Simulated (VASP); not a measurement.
Wanted: the native input for a VASP 6.6.1 run.

| Quantity | Value |
| --- | --- |
| Task | single point |
| Functional | PBE |
| Potentials or basis | VASP PAW PBE potentials, release 64 (Si, C) |
| Cutoff | 520 eV |
| k mesh | 12 × 12 × 6 |
| Occupations | gaussian, width 0.05 eV |
| Spin | no spin polarisation |
| Dipole correction | no |
| Further INCAR settings | ALGO = Normal; EDIFF = 1e-06; NBANDS = 16 |

The structure of SiC lies in POSCAR:

```
SiC
1.0
    3.1490718908      0.0000000000      0.0000000000
   -1.5745359454      2.7271762558      0.0000000000
    0.0000000000      0.0000000000      4.8917682752
Si C
2 2
Direct
    0.3333333333      0.6666666667      0.0045639005
    0.6666666667      0.3333333333      0.5045639005
    0.3333333333      0.6666666667      0.3506168194
    0.6666666667      0.3333333333      0.8506168194
```

This cell differs from its parent crystal: c/a of the conventional cell at fixed volume 1.5534.

One way to write it, as run:

INCAR

```
PREC = Accurate ; ENCUT = 520
EDIFF = 1E-6 ; ISMEAR = 0
SIGMA = 0.05 ; LREAL = False
LASPH = True ; NELM = 60
ALGO = Normal ; ISIF = 2
LWAVE = False ; LCHARG = False
GGA = PE ; NBANDS = 16
```

KPOINTS

```
regular mesh
0
Gamma
  12 12 6
```

Potentials or basis: VASP PAW PBE potentials, release 64 (Si, C).

The run is started by

```sh
$ cat potpaw_PBE.64/Si/POTCAR potpaw_PBE.64/C/POTCAR > POTCAR
$ mpirun -np 1 vasp_std > vasp.out
```

Results of the run:

* Pressure: 7.7 GPa
* Largest force: 4.953 eV/Å
* Band gap on the k mesh: 1.62 eV, indirect (least direct gap 3.20 eV)

Caveat: forces of over 1 eV/Å act on the atoms, so gaps and moduli don't describe the material at rest.

It took 39 s on 1 thread of Intel Xeon 8259CL, on a shared host, peak memory 0.18 GiB.
